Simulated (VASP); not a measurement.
Set up this calculation in VASP 6.6.1, as the native input.

```
Task                   : single point
Functional             : PBE
Potentials or basis    : VASP PAW PBE potentials, release 64 (K_sv, Nd, Sb)
Cutoff                 : 520 eV
k mesh                 : 3 × 3 × 4
Occupations            : gaussian, width 0.2 eV
Spin                   : no spin polarisation
Dipole correction      : no
Further INCAR settings : ALGO = Normal; EDIFF = 1e-06; NBANDS = 35
```

The structure of KNd2Sb3 lies in POSCAR:

```
KNd2Sb3
1.0
    7.5013903943      0.0000000000      0.0000000000
   -3.7506951971      6.4963946451      0.0000000000
    0.0000000000      0.0000000000      4.5290593756
K Nd Sb
1 2 3
Direct
    0.0000000000      0.0000000000      0.8684981409
    0.6666666667      0.3333333333      0.9650685713
    0.3333333333      0.6666666667      0.9650685713
    0.5000000000      0.5000000000      0.4650005555
    0.5000000000      0.0000000000      0.4650005555
    0.0000000000      0.5000000000      0.4650005555
```

The input as run:

INCAR

```
PREC = Accurate
ENCUT = 520
EDIFF = 1E-6
ISMEAR = 0
SIGMA = 0.2
LREAL = F
LASPH = T
NELM = 100
ALGO = Normal
ISIF = 2
LWAVE = F
LCHARG = F
GGA = PE
NBANDS = 35
```

KPOINTS

```
Automatic mesh
0
Gamma
  3 3 4
```

Potentials or basis: VASP PAW PBE potentials, release 64 (K_sv, Nd, Sb).

The run is started by

```sh
$ cat potpaw_PBE.64/K_sv/POTCAR potpaw_PBE.64/Nd/POTCAR potpaw_PBE.64/Sb/POTCAR > POTCAR
$ mpirun -np 1 vasp_std > vasp.out
```

It gave:

```
Pressure               : -0.5 GPa
Largest force          : 0.057 eV/Å
Band gap on the k mesh : zero (band 26 reaches 4.08 eV, above the bottom of band 27 at 4.04 eV)
```

Caveat: spin-orbit coupling is left out, which moves the levels of the heavy elements; without U or exact exchange the open f shell lies at the Fermi level, which spoils levels, moments and volumes.

Wall time 8.5 min on 1 thread of Intel(R) Xeon(R) Platinum 8259CL CPU @ 2.50GHz (Skylake/Cascade Lake), with other jobs on the host, peak memory 0.37 GiB.
